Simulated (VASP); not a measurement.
Here is a VASP 6.6.1 calculation.

Contents of INCAR:

```
PREC     = Accurate       # precision mode
ENCUT    = 520            # plane-wave cutoff, eV
EDIFF    = 1E-6           # SCF threshold, eV
ISMEAR   = -1             # smearing method
SIGMA    = 0.1            # smearing width, eV
LREAL    = F              # projectors in reciprocal space
LASPH    = T              # aspherical terms in the spheres
NELM     = 60             # most SCF steps
ALGO     = Normal         # electronic algorithm
ISIF     = 2              # what is computed and relaxed
LWAVE    = F              # write WAVECAR
LCHARG   = T              # write CHGCAR
GGA      = PS             # functional
LELF     = T              # ELF
LVHAR    = T            
NBANDS   = 13             # bands
```

The input KPOINTS:

```
Automatic mesh
0
Gamma
  10 10 10
```

The input POSCAR:

```
Te
1.0
   -2.9577914600      3.8759656600      1.5351528900
    2.9577914600     -3.8759656600      1.5351528900
    2.9577914600      3.8759656600     -1.5351528900
Te
2
Direct
    0.9990709802      0.2490709802      0.7500000000
    0.0334990657      0.7834990657      0.2500000000
```

Potentials or basis: VASP PAW PBE potentials, release 64 (Te).

The run is started by

```bash
$ cat potpaw_PBE.64/Te/POTCAR > POTCAR
$ mpirun -np 1 vasp_std > vasp.out
```

**Question.** Predict the largest force.

**Answer.** 0.041 eV/Å.

**Question.** Estimate the band gap on the k mesh.

**Answer.** Zero (bands 6 and 7 overlap by 3.75 eV).

Stress tensor (GPa, compression positive):
```
-0.74  0.00  0.00
 0.00 -1.36  0.00
 0.00  0.00 -2.31
```

Caveat: the PAW data sets were made with another functional, which shifts forces and pressure a little; spin-orbit coupling is left out, which moves the levels of the heavy elements.
